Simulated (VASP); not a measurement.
# Sn (Fd-3m) in VASP: a series of runs

The runs below take Sn through single point, with LDA.

All numbers are computed with VASP 6.6.1; they aren't measurements. Logs are shortened: lines on timing, memory, paths and dates and some standing lists are left out, and cuts for length are marked.

## 1. The cell of the first run

The structure is cubic, space group Fd-3m (No. 227). The conventional cell has a = 6.570 Å, b = 6.570 Å, c = 6.570 Å, α = 90.00°, β = 90.00°, γ = 90.00°. Sn (site symmetry -43m) has 4 Sn at 2.84 Å within 3.7 Å.

This isn't the form of Sn at room conditions, which is tetragonal (white tin).

## 2. Single point, LDA

INCAR

```
SYSTEM = Sn
PREC = Accurate
ENCUT = 500
EDIFF = 1E-6
ISMEAR = 0
SIGMA = 0.1
LREAL = .False.
LASPH = .True.
NELM = 120
ALGO = Normal
ISIF = 2
LWAVE = .False.
LCHARG = .True.
GGA = CA
LELF = .True.
LVHAR = .True.
NBANDS = 21
GGA_COMPAT = .False.
```

KPOINTS

```
Automatic mesh
0
Gamma
  6 6 6
  0 0 0
```

POSCAR

```
Sn
1.0
    0.0000000000      3.2849870000      3.2849870000
    3.2849870000      0.0000000000      3.2849870000
    3.2849870000      3.2849870000      0.0000000000
Sn
2
Direct
    0.5000000000      0.5000000000      0.5000000000
    0.7500000000      0.7500000000      0.7500000000
```

Potentials or basis: VASP PAW LDA potentials, release 64 (Sn_d).

Command:

```sh
cat potpaw_LDA.64/Sn_d/POTCAR > POTCAR
mpirun -np 1 vasp_std > vasp.out
```

OUTCAR:

```text
SYSTEM = Sn
   PREC = Accurate
   ENCUT = 500
   EDIFF = 1E-6
   ISMEAR = 0
   LREAL = .False.
   LASPH = .True.
   NELM = 120
   ISIF = 2
   GGA = CA

 ion  position               nearest neighbor table
   1  0.500  0.500  0.500-   2 2.84   2 2.84   2 2.84   2 2.84
   2  0.750  0.750  0.750-   1 2.84   1 2.84   1 2.84   1 2.84

  LATTYP: Found a face centered cubic cell.
 ALAT       =     6.5699740000

  Lattice vectors:

 A1 = (   0.0000000000,   3.2849870000,   3.2849870000)
 A2 = (   3.2849870000,   0.0000000000,   3.2849870000)
 A3 = (   3.2849870000,   3.2849870000,   0.0000000000)

Analysis of symmetry for initial positions (statically):
=====================================================================
 Subroutine PRICEL returns:
 Original cell was already a primitive cell.

 Routine SETGRP: Setting up the symmetry group for a
 face centered cubic supercell.

 Subroutine GETGRP returns: Found 48 space group operations
 (whereof 24 operations were pure point group operations)
 out of a pool of 48 trial point group operations.

The static configuration has the point symmetry T_d .
 The point group associated with its full space group is O_h .

Analysis of symmetry for dynamics (positions and initial velocities):
=====================================================================
 Subroutine PRICEL returns:
 Original cell was already a primitive cell.

 Routine SETGRP: Setting up the symmetry group for a
 face centered cubic supercell.

 Subroutine GETGRP returns: Found 48 space group operations
 (whereof 24 operations were pure point group operations)
 out of a pool of 48 trial point group operations.

The dynamic configuration has the point symmetry T_d .
 The point group associated with its full space group is O_h .

 Subroutine INISYM returns: Found 48 space group operations
 (whereof 24 operations are pure point group operations),
 and found     1 'primitive' translations

----------------------------------------------------------------------------------------

                                     Primitive cell

  volume of cell :      70.8975

  direct lattice vectors                    reciprocal lattice vectors
     0.000000000  3.284987000  3.284987000    -0.152207604  0.152207604  0.152207604
     3.284987000  0.000000000  3.284987000     0.152207604 -0.152207604  0.152207604
     3.284987000  3.284987000  0.000000000     0.152207604  0.152207604 -0.152207604

  length of vectors
     4.645673168  4.645673168  4.645673168     0.263631303  0.263631303  0.263631303

  position of ions in fractional coordinates (direct lattice)
     0.500000000  0.500000000  0.500000000
     0.750000000  0.750000000  0.750000000

  ion indices of the primitive-cell ions
   primitive index   ion index
                 1           1
                 2           2

----------------------------------------------------------------------------------------

 KPOINTS: Automatic mesh

Automatic generation of k-mesh.
 Grid dimensions read from file:
 generate k-points for:    6    6    6

 Generating k-lattice:

  Cartesian coordinates                     Fractional coordinates (reciprocal lattice)
    -0.025367934  0.025367934  0.025367934     0.166666667  0.000000000  0.000000000
     0.025367934 -0.025367934  0.025367934     0.000000000  0.166666667  0.000000000
     0.025367934  0.025367934 -0.025367934     0.000000000  0.000000000  0.166666667

  Length of vectors
     0.043938551  0.043938551  0.043938551

  Shift w.r.t. Gamma in fractional coordinates (k-lattice)
     0.000000000  0.000000000  0.000000000

 Subroutine IBZKPT returns following result:
 ===========================================

 Found     16 irreducible k-points:

 Following reciprocal coordinates:
            Coordinates               Weight
  0.000000  0.000000  0.000000      1.000000
  0.166667  0.000000  0.000000      8.000000
  0.333333  0.000000  0.000000      8.000000
  0.500000  0.000000  0.000000      4.000000
  0.166667  0.166667  0.000000      6.000000
  0.333333  0.166667  0.000000     24.000000
[... 8 lines left out ...]
 -0.333333  0.333333  0.166667     24.000000
 -0.333333  0.500000  0.166667     12.000000
   k-points           NKPTS =     16   k-points in BZ     NKDIM =     16   number of bands    NBANDS=     21
   number of dos      NEDOS =    301   number of ions     NIONS =      2
   total plane-waves  NPLWV =  46656
   dimension x,y,z NGX =    36 NGY =   36 NGZ =   36
   dimension x,y,z NGXF=    72 NGYF=   72 NGZF=   72
   ions per type =               2
   NGX,Y,Z   is equivalent  to a cutoff of  12.88, 12.88, 12.88 a.u.
   NGXF,Y,Z  is equivalent  to a cutoff of  25.77, 25.77, 25.77 a.u.
 SYSTEM =  Sn
   PREC   = accura    normal or accurate (medium, high low for compatibility)
   ISTART =      0    job   : 0-new  1-cont  2-samecut
   ICHARG =      2    charge: 1-file 2-atom 10-const
   ISPIN  =      1    spin polarized calculation?
   LNONCOLLINEAR =      F non collinear calculations
   LSORBIT =      F    spin-orbit coupling
   LASPH  =      T    aspherical Exc in radial PAW
   ENCUT  =  500.0 eV  36.75 Ry    6.06 a.u.   8.47  8.47  8.47*2*pi/ulx,y,z
   NELM   =    120;   NELMIN=  2; NELMDL= -5     # of ELM steps
   EDIFF  = 0.1E-05   stopping-criterion for ELM
   LREAL  =      F    real-space projection
   EDIFFG = 0.1E-04   stopping-criterion for IOM
   NSW    =      0    number of steps for IOM
   IBRION =     -1    ionic relax: 0-MD 1-quasi-New 2-CG
   NFREE  =      0    steps in history (QN), initial steepest desc. (CG)
   ISIF   =      2    stress and relaxation
   ISYM   =      2    0-nonsym 1-usesym 2-fastsym
   POTIM  = 0.5000    time-step for ionic-motion
   TEBEG  =    0.0;   TEEND  =   0.0 temperature during run
   PSTRESS=    0.0 pullay stress
   NELECT =      28.0000    total number of electrons
   NUPDOWN=      -1.0000    fix difference up-down
   EMIN   =  10.00;   EMAX   =-10.00  energy-range for DOS
   EFERMI =   0.00;   METHOD = LEGACY
   ISMEAR =     0;   SIGMA  =   0.10  broadening in eV -4-tet -1-fermi 0-gaus
   EFERMI_NEDOS =   21; number of points for ismear=-14 and -15
   IALGO  =     38    algorithm
   IMIX   =      4    mixing-type and parameters
     AMIX     =   0.40;   BMIX     =  1.00
     AMIX_MAG =   1.60;   BMIX_MAG =  1.00
  volume/ion in A,a.u.               =      35.45       239.22
  Fermi-wavevector in a.u.,A,eV,Ry     =   1.201113  2.269774 19.628749  1.442672
  Thomas-Fermi vector in A             =   2.336931
   LORBIT       =      0    0 simple, 1 ext, 2 COOP (PROOUT), +10 PAW based schemes
   GGA     = CA    functional components
   LHFCALC =     F    Hartree Fock is set to
   AEXX    =    0.0000 exact exchange contribution
   IVDW    =     0    specifies the selected vdW correction
   LEPSILON=     F    determine dielectric tensor
   LRPA    =     F    only Hartree local field effects (RPA)
 non-spin polarized calculation
 Gauss-broadening in eV      SIGMA  =   0.10
  energy-cutoff  :      500.00
  volume of cell :       70.90
 maximum number of plane-waves:      1820
 NGX is ok and might be reduce to    36
   NGX = 17   NGY = 17   NGZ = 17

 number of electron      27.9999985 magnetization

 Free energy of the ion-electron system (eV)
  ---------------------------------------------------
  ext. energy  EPLUGINS =         0.00000000
  ---------------------------------------------------
  free energy    TOTEN  =        -8.89099790 eV

  energy without entropy =       -8.88954819  energy(sigma->0) =       -8.89027304

 E-fermi :   4.8205     XC(G=0):  -9.0325

 val. band max:        4.8165587203   @ k =   0.5000   0.0000   0.0000
 cond. band min:       4.9881390319   @ k =   0.3333   0.0000   0.0000
 fundamental gap:      0.1715803116
 Fermi energy:         4.8204966819

 k-point     1 :       0.0000    0.0000    0.0000
  band No.  band energies     occupation
      1     -16.5524      2.00000
      2     -16.5524      2.00000
      3     -16.5524      2.00000
      4     -16.4962      2.00000
      5     -16.4962      2.00000
      6     -16.2133      2.00000
[... 13 lines left out ...]
     20      12.9339      0.00000
     21      12.9339      0.00000

 k-point     2 :       0.1667    0.0000    0.0000
  band No.  band energies     occupation
      1     -16.5671      2.00000
      2     -16.5671      2.00000
      3     -16.5464      2.00000
      4     -16.4749      2.00000
      5     -16.4749      2.00000
      6     -16.2420      2.00000
[... 13 lines left out ...]
     20      11.8800      0.00000
     21      11.8800      0.00000

 k-point     3 :       0.3333    0.0000    0.0000
  band No.  band energies     occupation
      1     -16.5815      2.00000
      2     -16.5815      2.00000
      3     -16.5338      2.00000
      4     -16.4491      2.00000
      5     -16.4491      2.00000
      6     -16.2638      2.00000
[... 13 lines left out ...]
     20      12.2637      0.00000
     21      12.2637      0.00000

 k-point     4 :       0.5000    0.0000    0.0000
  band No.  band energies     occupation
      1     -16.5856      2.00000
      2     -16.5856      2.00000
      3     -16.5271      2.00000
      4     -16.4408      2.00000
      5     -16.4408      2.00000
      6     -16.2698      2.00000
[... 13 lines left out ...]
     20      13.4287      0.00000
     21      13.6413      0.00000

 k-point     5 :       0.1667    0.1667    0.0000
  band No.  band energies     occupation
      1     -16.5657      2.00000
      2     -16.5657      2.00000
      3     -16.5596      2.00000
      4     -16.4764      2.00000
      5     -16.4505      2.00000
      6     -16.2840      2.00000
[... 13 lines left out ...]
     20      11.3695      0.00000
     21      13.2377      0.00000
[... 190 lines left out ...]
     20      13.9061      0.00000
     21      15.2505      0.00000

 k-point    14 :       0.5000    0.3333    0.1667
  band No.  band energies     occupation
      1     -16.6050      2.00000
      2     -16.5997      2.00000
      3     -16.4968      2.00000
      4     -16.4229      2.00000
      5     -16.3806      2.00000
      6     -16.3546      2.00000
[... 13 lines left out ...]
     20      12.8346      0.00000
     21      14.5265      0.00000

 k-point    15 :      -0.3333    0.3333    0.1667
  band No.  band energies     occupation
      1     -16.6175      2.00000
      2     -16.6042      2.00000
      3     -16.4667      2.00000
      4     -16.3987      2.00000
      5     -16.3719      2.00000
      6     -16.3594      2.00000
[... 13 lines left out ...]
     20      14.1391      0.00000
     21      14.4921      0.00000

 k-point    16 :      -0.3333    0.5000    0.1667
  band No.  band energies     occupation
      1     -16.6120      2.00000
      2     -16.6120      2.00000
      3     -16.4378      2.00000
      4     -16.4378      2.00000
      5     -16.3537      2.00000
      6     -16.3537      2.00000
[... 13 lines left out ...]
     20      13.7542      0.00000
     21      15.0331      0.00000

------------------------ aborting loop because EDIFF is reached ----------------------------------------

  FORCE on cell =-STRESS in cart. coord.  units (eV):
  Direction    XX          YY          ZZ          XY          YZ          ZX
  --------------------------------------------------------------------------------------
  -------------------------------------------------------------------------------------
  Total       -0.7777336     -0.7777336     -0.7777336     -0.0000000      0.0000000     -0.0000000
  in kB      -17.5756132    -17.5756132    -17.5756132     -0.0000000      0.0000000     -0.0000000
  external PRESSURE =     -17.5756132 kB  Pullay stress =       0.0000000 kB

 VOLUME and BASIS-vectors are now :
 -----------------------------------------------------------------------------
  energy-cutoff  :      500.00
  volume of cell :       70.90
      direct lattice vectors                 reciprocal lattice vectors
     0.000000000  3.284987000  3.284987000    -0.152207604  0.152207604  0.152207604
     3.284987000  0.000000000  3.284987000     0.152207604 -0.152207604  0.152207604
     3.284987000  3.284987000  0.000000000     0.152207604  0.152207604 -0.152207604

 POSITION                                       TOTAL-FORCE (eV/Angst)
 -----------------------------------------------------------------------------------
      3.28499      3.28499      3.28499        -0.000000     -0.000000     -0.000000
      4.92748      4.92748      4.92748         0.000000      0.000000      0.000000
 -----------------------------------------------------------------------------------
    total drift:                                0.000000      0.000000      0.000000

  FREE ENERGIE OF THE ION-ELECTRON SYSTEM (eV)
  ---------------------------------------------------
  free  energy   TOTEN  =        -8.8909978972 eV

  energy  without entropy=       -8.8895481901  energy(sigma->0) =       -8.89027304
```

It took 35 s on 1 thread of AMD EPYC 7R13, shared host; peak memory 0.14 GiB.

What came out:

```
Free energy            : -8.8910 eV
Pressure               : -1.8 GPa
Band gap on the k mesh : zero (bands 14 and 15 overlap by 0.26 eV)
```

Caveat: spin-orbit coupling is left out, which moves the levels of the heavy elements.

## 3. Single point, LDA

This run uses another cell than the first one, of 33.92 Å³/atom.

INCAR

```
SYSTEM = Sn
ALGO = Normal
EDIFF = 1E-6
ENCUT = 500
GGA_COMPAT = .FALSE.
ISIF = 2
ISMEAR = 0
LASPH = .TRUE.
LCHARG = .FALSE.
LREAL = .FALSE.
LWAVE = .FALSE.
NBANDS = 21
NELM = 120
PREC = Accurate
SIGMA = 0.1
```

KPOINTS

```
k-points
0
G
  12 12 12
  0 0 0
```

POSCAR

```
Sn
1.0
    0.0000000000      3.2370443066      3.2370443066
    3.2370443066      0.0000000000      3.2370443066
    3.2370443066      3.2370443066      0.0000000000
Sn
2
Direct
    0.5000000000      0.5000000000      0.5000000000
    0.7500000000      0.7500000000      0.7500000000
```

Potentials or basis: VASP PAW LDA potentials, release 64 (Sn_d).

Command:

```sh
cat potpaw_LDA.64/Sn_d/POTCAR > POTCAR
mpirun -np 1 vasp_std > vasp.out
```

Run time: 2.3 min. Hardware: 1 thread of AMD EPYC 7R13, shared host; peak memory 0.19 GiB.

It converged, with:

```
Free energy            : -8.9427 eV
Pressure               : 0.0 GPa
Band gap on the k mesh : zero (bands 14 and 15 overlap by 0.17 eV)
```

Levels at points of the mesh, in eV from the Fermi level:
| k point | band 12 | band 13 | band 14 | band 15 | band 16 | band 17 |
| --- | --- | --- | --- | --- | --- | --- |
| (0.00, 0.00, 0.00) | -0.73 | 0.10 | 0.10 | 0.10 | 2.16 | 2.16 |
| (0.50, 0.00, 0.00) | -6.35 | -1.11 | -1.11 | -0.07 | 3.24 | 3.24 |
| (0.50, 0.50, 0.00) | -7.57 | -2.47 | -2.47 | 0.77 | 0.77 | 7.71 |

Caveat: spin-orbit coupling is left out, which moves the levels of the heavy elements.
